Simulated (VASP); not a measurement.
TiAl3, 4 atoms in the cell. The structure is cubic, space group Pm-3m (No. 221). The conventional cell has a = 3.896 Å, b = 3.896 Å, c = 3.896 Å, α = 90.00°, β = 90.00°, γ = 90.00°. Within 3.6 Å of Ti (site symmetry m-3m) lie 12 Al at 2.76 Å. Al (site symmetry 4/mmm) has 4 Ti at 2.76 Å and 8 Al at 2.76 Å within 3.6 Å.  This cell differs from its parent crystal: strain -0.015 along x and y, -0.015 along z.

| Property | Result |
| --- | --- |
| Program | VASP 6.6.1 |
| Task | single point |
| Functional | r2SCAN |
| Potentials or basis | VASP PAW PBE potentials, release 64 (Ti_sv, Al) |
| Cutoff | 520 eV |
| k mesh | 12 × 12 × 12 |
| Occupations | gaussian, width 0.15 eV |
| Spin | no spin polarisation |
| Dipole correction | no |
| Further INCAR settings | ALGO = Normal; EDIFF = 1e-06; NBANDS = 18 |

Potentials or basis: VASP PAW PBE potentials, release 64 (Ti_sv, Al).

Command:

```console
$ cat potpaw_PBE.64/Ti_sv/POTCAR potpaw_PBE.64/Al/POTCAR > POTCAR
$ cp INCAR.step1 INCAR
$ mpirun -np 1 vasp_std > vasp.out
$ cp INCAR.step2 INCAR
$ mpirun -np 1 vasp_std > vasp.out
```

Hardware: 1 thread of AMD EPYC 9R45 96-Core Processor (Zen 5), on a shared host.

Q: How long does it take, and how much memory?

A: Run time: 2.5 min on 1 thread of AMD EPYC 9R45 96-Core Processor (Zen 5) (shared host), peak memory 0.2 GiB. Counts: k points 84.
